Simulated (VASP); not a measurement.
Runs of VASP 6.6.1 on BaS. The structure is that of space group Fm-3m (No. 225), or close to it. The cells are those of the table. 

```csv
level,cell,smearing,gap on the mesh (eV),pressure (GPa)
PBE,"a = 4.533 Å, angles 60.1°, 2 atoms",fermi-dirac 0.02 eV,(b),0.8
r2SCAN,"a = 4.533 Å, angles 60.1°, 2 atoms",gaussian 0.01 eV,(a),0.7
r2SCAN,"a = 4.527, b = 4.527, c = 4.491 Å, angles 60.3, 60.3, 59.5°, 2 atoms",gaussian 0.01 eV,2.44,1.5
PBE,"a = 4.527, b = 4.527, c = 4.491 Å, angles 60.3, 60.3, 59.5°, 2 atoms",fermi-dirac 0.02 eV,2.08,1.5
```

Alike in all rows: task single point; potentials or basis VASP PAW PBE potentials, release 64 (Ba_sv, S); no spin polarisation; k mesh 8 × 8 × 8; cutoff (eV) 520.

Problem. Estimate the missing entries.

Solution. (a) 2.48; (b) 2.13.

Caveats: spin-orbit coupling is left out, which moves the levels of the heavy elements; the PAW data sets were made with another functional, which shifts forces and pressure a little (at least some runs).

A k mesh can miss the band edges, and the runs leave out spin-orbit coupling on Ba.
